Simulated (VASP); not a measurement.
# SiF in VASP: a series of runs

SiF is run at these levels: PBE, PBEsol+D4; tasks: single point, relaxation of cell and atoms.

Program: VASP 6.6.1. These are calculated values, not measurements. Logs are shortened: lines on timing, memory, paths and dates and some standing lists are left out, and cuts for length are marked.

### Step 1. The cell of the first run

Symmetry: Pm-3m, No. 221, cubic system. Conventional cell: a = 2.988 Å, b = 2.988 Å, c = 2.988 Å, α = 90.00°, β = 90.00°, γ = 90.00°. Within 3.4 Å of Si (site symmetry m-3m) lie 8 F at 2.59 Å and 6 Si at 2.99 Å. Within 3.4 Å of F (site symmetry m-3m) lie 8 Si at 2.59 Å and 6 F at 2.99 Å.

### Step 2. Single point, PBE

Contents of INCAR:

```
SYSTEM = SiF
ALGO     = Normal         ! electronic algorithm
EDIFF    = 1E-6           ! SCF threshold, eV
ENCUT    = 520            ! plane-wave cutoff, eV
GGA      = PE             ! functional
ISIF     = 2              ! what is computed and relaxed
ISMEAR   = -1             ! smearing method
LASPH    = .TRUE.         ! aspherical terms in the spheres
LCHARG   = .FALSE.        ! write CHGCAR
LREAL    = .FALSE.        ! projectors in reciprocal space
LWAVE    = .FALSE.        ! write WAVECAR
NBANDS   = 12             ! bands
NELM     = 60             ! most SCF steps
PREC     = Accurate       ! precision mode
SIGMA    = 0.05           ! smearing width, eV
```

Contents of KPOINTS:

```
k-points
0
G
  9 9 9
  0 0 0
```

Contents of POSCAR:

```
SiF
1.0
    2.9876679553      0.0000000000      0.0000000000
    0.0000000000      2.9876679553      0.0000000000
    0.0000000000      0.0000000000      2.9876679553
Si F
1 1
Direct
    0.5000000000      0.5000000000      0.5000000000
    0.0000000000      0.0000000000      0.0000000000
```

Potentials or basis: VASP PAW PBE potentials, release 64 (Si, F).

Run with:

```console
> cat potpaw_PBE.64/Si/POTCAR potpaw_PBE.64/F/POTCAR > POTCAR
> mpirun -np 1 vasp_std > vasp.out
```

OUTCAR:

```text
SYSTEM = SiF
   EDIFF = 1E-6
   ENCUT = 520
   GGA = PE
   ISIF = 2
   ISMEAR = -1
   LASPH = .TRUE.
   LREAL = .FALSE.
   NELM = 60
   PREC = Accurate

 ion  position               nearest neighbor table
   1  0.500  0.500  0.500-
   2  0.000  0.000  0.000-

  LATTYP: Found a simple cubic cell.
 ALAT       =     2.9876679553

  Lattice vectors:

 A1 = (   2.9876679553,   0.0000000000,   0.0000000000)
 A2 = (   0.0000000000,   2.9876679553,   0.0000000000)
 A3 = (   0.0000000000,   0.0000000000,   2.9876679553)

Analysis of symmetry for initial positions (statically):
=====================================================================
 Subroutine PRICEL returns:
 Original cell was already a primitive cell.

 Routine SETGRP: Setting up the symmetry group for a
 simple cubic supercell.

 Subroutine GETGRP returns: Found 48 space group operations
 (whereof 48 operations were pure point group operations)
 out of a pool of 48 trial point group operations.

The static configuration has the point symmetry O_h .

Analysis of symmetry for dynamics (positions and initial velocities):
=====================================================================
 Subroutine PRICEL returns:
 Original cell was already a primitive cell.

 Routine SETGRP: Setting up the symmetry group for a
 simple cubic supercell.

 Subroutine GETGRP returns: Found 48 space group operations
 (whereof 48 operations were pure point group operations)
 out of a pool of 48 trial point group operations.

The dynamic configuration has the point symmetry O_h .

 Subroutine INISYM returns: Found 48 space group operations
 (whereof 48 operations are pure point group operations),
 and found     1 'primitive' translations

----------------------------------------------------------------------------------------

                                     Primitive cell

  volume of cell :      26.6684

  direct lattice vectors                    reciprocal lattice vectors
     2.987667955  0.000000000  0.000000000     0.334709216  0.000000000  0.000000000
     0.000000000  2.987667955  0.000000000     0.000000000  0.334709216  0.000000000
     0.000000000  0.000000000  2.987667955     0.000000000  0.000000000  0.334709216

  length of vectors
     2.987667955  2.987667955  2.987667955     0.334709216  0.334709216  0.334709216

  position of ions in fractional coordinates (direct lattice)
     0.500000000  0.500000000  0.500000000
     0.000000000  0.000000000  0.000000000

  ion indices of the primitive-cell ions
   primitive index   ion index
                 1           1
                 2           2

----------------------------------------------------------------------------------------

 KPOINTS: k-points

Automatic generation of k-mesh.
 Grid dimensions read from file:
 generate k-points for:    9    9    9

 Generating k-lattice:

  Cartesian coordinates                     Fractional coordinates (reciprocal lattice)
     0.037189913  0.000000000  0.000000000     0.111111111  0.000000000  0.000000000
     0.000000000  0.037189913  0.000000000     0.000000000  0.111111111  0.000000000
     0.000000000  0.000000000  0.037189913     0.000000000  0.000000000  0.111111111

  Length of vectors
     0.037189913  0.037189913  0.037189913

  Shift w.r.t. Gamma in fractional coordinates (k-lattice)
     0.000000000  0.000000000  0.000000000

 Subroutine IBZKPT returns following result:
 ===========================================

 Found     35 irreducible k-points:

 Following reciprocal coordinates:
            Coordinates               Weight
  0.000000  0.000000  0.000000      1.000000
  0.111111  0.000000  0.000000      6.000000
  0.222222  0.000000  0.000000      6.000000
  0.333333  0.000000  0.000000      6.000000
  0.444444  0.000000  0.000000      6.000000
  0.111111  0.111111  0.000000     12.000000
[... 16 lines left out ...]
  0.333333  0.333333  0.111111     24.000000
  0.444444  0.333333  0.111111     48.000000
 [... further k-points ...]
   k-points           NKPTS =     35   k-points in BZ     NKDIM =     35   number of bands    NBANDS=     12
   number of dos      NEDOS =    301   number of ions     NIONS =      2
   total plane-waves  NPLWV =  13824
   dimension x,y,z NGX =    24 NGY =   24 NGZ =   24
   dimension x,y,z NGXF=    48 NGYF=   48 NGZF=   48
   ions per type =               1   1
   NGX,Y,Z   is equivalent  to a cutoff of  13.35, 13.35, 13.35 a.u.
   NGXF,Y,Z  is equivalent  to a cutoff of  26.71, 26.71, 26.71 a.u.
 SYSTEM =  SiF
   PREC   = accura    normal or accurate (medium, high low for compatibility)
   ISTART =      0    job   : 0-new  1-cont  2-samecut
   ICHARG =      2    charge: 1-file 2-atom 10-const
   ISPIN  =      1    spin polarized calculation?
   LNONCOLLINEAR =      F non collinear calculations
   LSORBIT =      F    spin-orbit coupling
   LASPH  =      T    aspherical Exc in radial PAW
   ENCUT  =  520.0 eV  38.22 Ry    6.18 a.u.   5.56  5.56  5.56*2*pi/ulx,y,z
[... 60 lines left out ...]
      3       0.8327      2.00000
      4       0.8327      2.00000
      5       0.8327      2.00000
      6      11.6640      0.00000
      7      11.6640      0.00000
      8      11.6640      0.00000
      9      12.0261      0.00000
     10      12.0261      0.00000
     11      23.0218      0.00000
     12      23.5102      0.00000

 k-point     2 :       0.1111    0.0000    0.0000
  band No.  band energies     occupation
      1     -18.1084      2.00000
      2      -2.9100      2.00000
      3       0.8712      2.00000
      4       0.8712      2.00000
      5       0.9347      2.00000
      6       9.7168      0.00000
      7      11.6507      0.00000
      8      11.6507      0.00000
      9      12.1911      0.00000
     10      14.0861      0.00000
     11      22.7993      0.00000
     12      22.7993      0.00000

 k-point     3 :       0.2222    0.0000    0.0000
  band No.  band energies     occupation
      1     -18.0311      2.00000
      2      -3.1997      2.00000
      3       0.9710      2.00000
      4       0.9710      2.00000
      5       1.2951      2.00000
      6       7.7388      0.00000
      7      11.6107      0.00000
      8      11.6107      0.00000
      9      12.6641      0.00000
     10      16.3624      0.00000
     11      21.5026      0.00000
     12      21.5026      0.00000

 k-point     4 :       0.3333    0.0000    0.0000
  band No.  band energies     occupation
      1     -17.9408      2.00000
      2      -3.5458      2.00000
      3       1.0887      2.00000
      4       1.0887      2.00000
      5       1.9843      2.00000
      6       5.9309      1.99808
      7      11.5531      0.00000
      8      11.5531      0.00000
      9      13.3505      0.00000
     10      18.4877      0.00000
     11      20.4389      0.00000
     12      20.4389      0.00000

 k-point     5 :       0.4444    0.0000    0.0000
  band No.  band energies     occupation
      1     -17.8802      2.00000
      2      -3.7763      2.00000
      3       1.1681      2.00000
      4       1.1681      2.00000
      5       3.0089      2.00000
      6       4.3396      2.00000
      7      11.5077      0.00000
      8      11.5077      0.00000
      9      13.9626      0.00000
     10      19.8644      0.00000
     11      19.8742      0.00000
     12      19.8745      0.00000
[... 228 lines left out ...]
      1     -17.8326      2.00000
      2      -2.9179      2.00000
      3      -0.1884      2.00000
      4       0.8995      2.00000
      5       2.7975      2.00000
      6       6.4521      0.06000
      7       8.2826      0.00000
      8      10.8565      0.00000
      9      16.7077      0.00000
     10      17.5987      0.00000
     11      18.7830      0.00000
     12      20.7054      0.00000

 k-point    22 :       0.4444    0.2222    0.1111
  band No.  band energies     occupation
      1     -17.7804      2.00000
      2      -2.9581      2.00000
      3      -0.1078      2.00000
      4       1.0074      2.00000
      5       2.9026      2.00000
      6       5.5426      2.00000
      7       8.3242      0.00000
      8      11.2089      0.00000
      9      15.9162      0.00000
     10      17.9307      0.00000
     11      18.2162      0.00000
     12      20.6135      0.00000

 k-point    23 :       0.3333    0.3333    0.1111
  band No.  band energies     occupation
      1     -17.7624      2.00000
      2      -2.4648      2.00000
      3      -0.6639      2.00000
      4       1.0181      2.00000
      5       2.5604      2.00000
      6       6.5425      0.01011
      7       7.4498      0.00000
      8      11.1403      0.00000
      9      15.1939      0.00000
     10      18.4874      0.00000
     11      18.5586      0.00000
     12      19.3768      0.00000

 k-point    24 :       0.4444    0.3333    0.1111
  band No.  band energies     occupation
      1     -17.7155      2.00000
      2      -2.2102      2.00000
      3      -0.7318      2.00000
      4       1.1067      2.00000
      5       2.0896      2.00000
      6       6.3463      0.40831
      7       7.4174      0.00000
      8      11.4855      0.00000
      9      14.2080      0.00000
     10      17.9730      0.00000
     11      18.8671      0.00000
     12      19.2334      0.00000

 [... further k-points ...]
[... 5 lines left out ...]
  --------------------------------------------------------------------------------------
  -------------------------------------------------------------------------------------
  Total        0.5461662      0.5461662      0.5461662     -0.0000000     -0.0000000     -0.0000000
  in kB       32.8124341     32.8124341     32.8124341     -0.0000000     -0.0000000     -0.0000000
  external PRESSURE =      32.8124341 kB  Pullay stress =       0.0000000 kB

 VOLUME and BASIS-vectors are now :
 -----------------------------------------------------------------------------
  energy-cutoff  :      520.00
  volume of cell :       26.67
      direct lattice vectors                 reciprocal lattice vectors
     2.987667955  0.000000000  0.000000000     0.334709216  0.000000000  0.000000000
     0.000000000  2.987667955  0.000000000     0.000000000  0.334709216  0.000000000
     0.000000000  0.000000000  2.987667955     0.000000000  0.000000000  0.334709216

 POSITION                                       TOTAL-FORCE (eV/Angst)
 -----------------------------------------------------------------------------------
      1.49383      1.49383      1.49383         0.000000      0.000000      0.000000
      0.00000      0.00000      0.00000         0.000000      0.000000      0.000000
 -----------------------------------------------------------------------------------
    total drift:                                0.000000      0.000000      0.000000

  FREE ENERGIE OF THE ION-ELECTRON SYSTEM (eV)
  ---------------------------------------------------
  free  energy   TOTEN  =        -7.7661861132 eV

  energy  without entropy=       -7.7492305248  energy(sigma->0) =       -7.75770832
```

Run time: 12 s. Hardware: 1 thread of Intel Xeon 6975P-C, shared host; peak memory 0.13 GiB.

What came out:

* Free energy: -7.7662 eV
* Pressure: 3.3 GPa

Caveat: an odd number of electrons without spin polarisation forces a metal; a magnetic or distorted state may lie lower.

### Step 3. Single point, PBE

This run uses another cell than the first one, of 13.61 Å³/atom, 1.021 times its volume.

Contents of INCAR:

```
ALGO = Normal
EDIFF = 1E-6
ENCUT = 520
GGA = PE
ISIF = 2
ISMEAR = -1
LASPH = True
LCHARG = True
LELF = True
LREAL = False
LVHAR = True
LWAVE = False
NBANDS = 12
NELM = 60
PREC = Accurate
SIGMA = 0.05
```

Contents of KPOINTS:

```
k-points
0
Gamma
  9 9 9
```

Contents of POSCAR:

```
SiF
1.0
    3.0082732130      0.0000000000      0.0000000000
    0.0000000000      3.0082732130      0.0000000000
    0.0000000000      0.0000000000      3.0082732130
Si F
1 1
Direct
    0.5000000000      0.5000000000      0.5000000000
    0.0000000000      0.0000000000      0.0000000000
```

Potentials or basis: VASP PAW PBE potentials, release 64 (Si, F).

Run with:

```console
> cat potpaw_PBE.64/Si/POTCAR potpaw_PBE.64/F/POTCAR > POTCAR
> mpirun -np 1 vasp_std > vasp.out
```

Wall time 12 s (1 thread of Intel Xeon 6975P-C, shared host); peak memory 0.14 GiB.

Results (log left out):

* Free energy: -7.7754 eV
* Pressure: 1.5 GPa

Levels at points of the mesh, in eV from the Fermi level:
| k point | band 1 | band 2 | band 3 | band 4 | band 5 | band 6 | band 7 | band 8 | band 9 | band 10 |
| --- | --- | --- | --- | --- | --- | --- | --- | --- | --- | --- |
| (0.00, 0.00, 0.00) | -24.27 | -9.03 | -5.33 | -5.33 | -5.33 | 5.27 | 5.27 | 5.27 | 5.79 | 5.79 |

Caveat: an odd number of electrons without spin polarisation forces a metal; a magnetic or distorted state may lie lower.

### Step 4. Single point, PBE

This run uses another cell than the first one, of 14.17 Å³/atom, 1.063 times its volume.

Contents of INCAR:

```
ALGO = Normal ; EDIFF = 1E-7
ENCUT = 520 ; GGA = PE
ISIF = 2 ; ISMEAR = -1
LASPH = T ; LCHARG = T
LELF = T ; LREAL = F
LVHAR = T ; LWAVE = F
NBANDS = 12 ; NELM = 80
PREC = Accurate ; SIGMA = 0.05
```

KPOINTS is that of step 3.

Contents of POSCAR:

```
SiF
1.0
    3.0486575382      0.0000000000      0.0000000000
    0.0000000000      3.0486575382      0.0000000000
    0.0000000000      0.0000000000      3.0486575382
Si F
1 1
Direct
    0.5000000000      0.5000000000      0.5000000000
    0.0000000000      0.0000000000      0.0000000000
```

Run with:

```console
> cat potpaw_PBE.64/Si/POTCAR potpaw_PBE.64/F/POTCAR > POTCAR
> mpirun -np 1 vasp_std > vasp.out
```

Run time: 14 s. Hardware: 1 thread of Intel Xeon 6975P-C, shared host; peak memory 0.13 GiB.

It converged, with:

| Item | Value |
| --- | --- |
| Free energy | -7.7770 eV |
| Pressure | -1.4 GPa |

Levels at points of the mesh, in eV from the Fermi level:
| k point | band 2 | band 3 | band 4 | band 5 | band 6 | band 7 | band 8 | band 9 |
| --- | --- | --- | --- | --- | --- | --- | --- | --- |
| (0.00, 0.00, 0.00) | -8.92 | -5.11 | -5.11 | -5.11 | 5.04 | 5.04 | 5.04 | 5.86 |

Caveat: an odd number of electrons without spin polarisation forces a metal; a magnetic or distorted state may lie lower.

### Step 5. Single point, PBE (atoms moved at random)

Contents of INCAR:

```
ALGO = Normal
EDIFF = 1E-6
ENCUT = 520
GGA = PE
ISIF = 2
ISMEAR = -1
LASPH = True
LCHARG = False
LREAL = False
LWAVE = False
NBANDS = 12
NELM = 80
PREC = Accurate
SIGMA = 0.05
```

KPOINTS is that of step 4.

Contents of POSCAR:

```
SiF
1.0
    3.0286000000      0.0000000000      0.0000000000
    0.0000000000      3.0286000000      0.0000000000
    0.0000000000      0.0000000000      3.0286000000
Si F
1 1
Direct
    0.4905460000      0.4926000000      0.4836290000
    0.0078680000     -0.0103740000      0.0020390000
```

Run with:

```console
> cat potpaw_PBE.64/Si/POTCAR potpaw_PBE.64/F/POTCAR > POTCAR
> mpirun -np 1 vasp_std > vasp.out
```

Wall time 88 s (1 thread of Intel Xeon 6975P-C, shared host); peak memory 0.22 GiB.

It converged, with:

| Quantity | Value |
| --- | --- |
| Free energy | -7.7808 eV |
| Pressure | 0.1 GPa |
| Largest force | 0.054 eV/Å |

Forces in eV/Å, atoms in the order of the input:
```
Si  -0.036  0.006 -0.039
F    0.036 -0.006  0.039
```

Stress tensor (GPa, compression positive):
```
 0.01  0.03 -0.15
 0.03  0.19  0.03
-0.15  0.03 -0.01
```

Levels at points of the mesh, in eV from the Fermi level:
| k point | band 1 | band 2 | band 3 | band 4 | band 5 | band 6 | band 7 | band 8 | band 9 | band 10 |
| --- | --- | --- | --- | --- | --- | --- | --- | --- | --- | --- |
| (0.00, 0.00, 0.00) | -24.14 | -8.98 | -5.24 | -5.24 | -5.23 | 5.05 | 5.12 | 5.15 | 5.86 | 5.92 |

Caveat: the cell differs from its parent crystal (atoms moved at random); an odd number of electrons without spin polarisation forces a metal; a magnetic or distorted state may lie lower.

### Step 6. Relaxation of cell and atoms, PBEsol+D4

This run uses another cell than the first one, of 13.89 Å³/atom, 1.042 times its volume.

Contents of INCAR:

```
PREC = Accurate
ENCUT = 910
EDIFF = 1E-7
ISMEAR = -1
SIGMA = 0.05
LREAL = False
LASPH = True
NELM = 120
ALGO = Normal
ISIF = 3
LWAVE = False
LCHARG = False
GGA = PS
IVDW = 13
IBRION = 2
NSW = 60
EDIFFG = -0.01
GGA_COMPAT = False
NELMIN = 4
```

Contents of KPOINTS:

```
regular mesh
0
Gamma
  9 9 9
```

Contents of POSCAR:

```
SiF
1.0
    3.0286000000      0.0000000000      0.0000000000
    0.0000000000      3.0286000000      0.0000000000
    0.0000000000      0.0000000000      3.0286000000
Si F
1 1
Direct
    0.5000000000      0.5000000000      0.5000000000
    0.0000000000      0.0000000000      0.0000000000
```

Potentials or basis: VASP PAW PBE potentials, release 64 (Si, F_h).

Run with:

```console
> cat potpaw_PBE.64/Si/POTCAR potpaw_PBE.64/F_h/POTCAR > POTCAR
> mpirun -np 1 vasp_std > vasp.out
```

Wall time 31 s (1 thread of AMD EPYC 9R45 (Zen 5), shared host); peak memory 0.15 GiB.

Results (log left out):

```
Free energy                            : -8.7065 eV
Relaxed volume                         : 13.05 Å³/atom
Relaxed cell                           : a = 2.966 Å, b = 2.966 Å, c = 2.966 Å, α = 90.00°, β = 90.00°, γ = 90.00°
Space group after relaxing (to 0.05 Å) : Pm-3m (No. 221)
Energy gained by relaxing              : 3.2 meV/atom
Ionic steps                            : 5
Pressure after relaxing                : 0.0 GPa
Dispersion energy per atom             : -0.158 eV
```

Step by step:
```tsv
step	energy change (eV)	largest force (eV/Å)	pressure (GPa)	volume (Å³)
1	0.0000	0.0000	-4.41	27.78
2	-0.0062	0.0000	-0.26	26.27
3	-0.0064	0.0000	-0.17	26.19
4	-0.0064	0.0000	0.15	26.01
5	-0.0064	0.0000	-0.02	26.09
```

Final structure:
```cif
data_structure
_symmetry_space_group_name_H-M 'P 1'
_symmetry_Int_Tables_number 1
_cell_length_a 2.9661
_cell_length_b 2.9661
_cell_length_c 2.9661
_cell_angle_alpha 90.000
_cell_angle_beta 90.000
_cell_angle_gamma 90.000
_cell_volume 26.09
loop_
_atom_site_label
_atom_site_type_symbol
_atom_site_fract_x
_atom_site_fract_y
_atom_site_fract_z
_atom_site_occupancy
Si1 Si 0.50000 0.50000 0.50000 1
F1 F 0.00000 0.00000 0.00000 1
```

Levels at points of the mesh, in eV from the Fermi level:
| k point | band 2 | band 3 | band 4 | band 5 | band 6 | band 7 | band 8 | band 9 |
| --- | --- | --- | --- | --- | --- | --- | --- | --- |
| (0.00, 0.00, 0.00) | -9.11 | -5.60 | -5.60 | -5.60 | 5.53 | 5.53 | 5.53 | 5.64 |

Caveat: the cutoff is under 1.25 times the usual one of these potentials, so pressure, stress and relaxed cells hold a basis-set (Pulay) error; the PAW data sets were made with another functional, which shifts forces and pressure a little; an odd number of electrons without spin polarisation forces a metal; a magnetic or distorted state may lie lower; pairwise dispersion overbinds metals, which lowers pressure and volume.

### Step 7. Overview

```csv
task,level,potentials or basis,cell,cutoff (eV),second run,gap on the mesh (eV),pressure (GPa)
single point,PBE,"VASP PAW PBE potentials, release 64 (Si, F)","a = 2.988 Å, 2 atoms",520,-,none,3.3
single point,PBE,"VASP PAW PBE potentials, release 64 (Si, F)","a = 3.008 Å, 2 atoms",520,-,none,1.5
single point,PBE,"VASP PAW PBE potentials, release 64 (Si, F)","a = 3.049 Å, 2 atoms",520,-,none,-1.4
single point,PBE,"VASP PAW PBE potentials, release 64 (Si, F)","a = 3.029 Å, 2 atoms",520,-,none,0.1
relaxation of cell and atoms,PBEsol+D4,"VASP PAW PBE potentials, release 64 (Si, F_h)","relaxed from a = 3.029 Å, 2 atoms",910,hard_potentials,none,0.0
```

Alike in all rows: no spin polarisation; k mesh 9 × 9 × 9; smearing fermi-dirac 0.05 eV.

Caveats: an odd number of electrons without spin polarisation forces a metal; a magnetic or distorted state may lie lower; the cutoff is under 1.25 times the usual one of these potentials, so pressure, stress and relaxed cells hold a basis-set (Pulay) error (some runs); the PAW data sets were made with another functional, which shifts forces and pressure a little (some runs); pairwise dispersion overbinds metals, which lowers pressure and volume (some runs).

Absolute energies hang on the potentials; compare differences alone.
